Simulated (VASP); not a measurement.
TiAl, 2 atoms in the cell. It takes space group P4/mmm (No. 123, tetragonal). The conventional cell has a = 2.811 Å, b = 2.811 Å, c = 4.066 Å, α = 90.00°, β = 90.00°, γ = 90.00°. Within 3.7 Å of Ti (site symmetry 4/mmm) lie 4 Ti at 2.81 Å and 8 Al at 2.84 Å. Within 3.7 Å of Al (site symmetry 4/mmm) lie 4 Al at 2.81 Å and 8 Ti at 2.84 Å. 

- Program: VASP 6.6.1
- Task: relaxation of cell and atoms
- Functional: PBE
- Dispersion: D3(BJ)
- Potentials or basis: VASP PAW PBE potentials, release 64 (Ti_sv, Al)
- Cutoff: 600 eV
- k mesh: 14 × 14 × 10
- Occupations: gaussian, width 0.1 eV
- Spin: no spin polarisation
- Dipole correction: no
- Further INCAR settings: ALGO = Normal; EDIFF = 1e-06; IBRION = 2; EDIFFG = -0.002; NSW = 100; ISIF = 3

Potentials or basis: VASP PAW PBE potentials, release 64 (Ti_sv, Al).

The run is started by

```console
$ cat potpaw_PBE.64/Ti_sv/POTCAR potpaw_PBE.64/Al/POTCAR > POTCAR
$ mpirun -np 1 vasp_std > vasp.out
```

Hardware: 1 thread of Intel Xeon 8259CL, with other jobs on the host.

Q: Estimate the wall time of this run.

A: Wall time 11 min on 1 thread of Intel Xeon 8259CL, with other jobs on the host, peak memory 0.26 GiB. Counts: scf iterations 82, k points 216, ion steps 16.
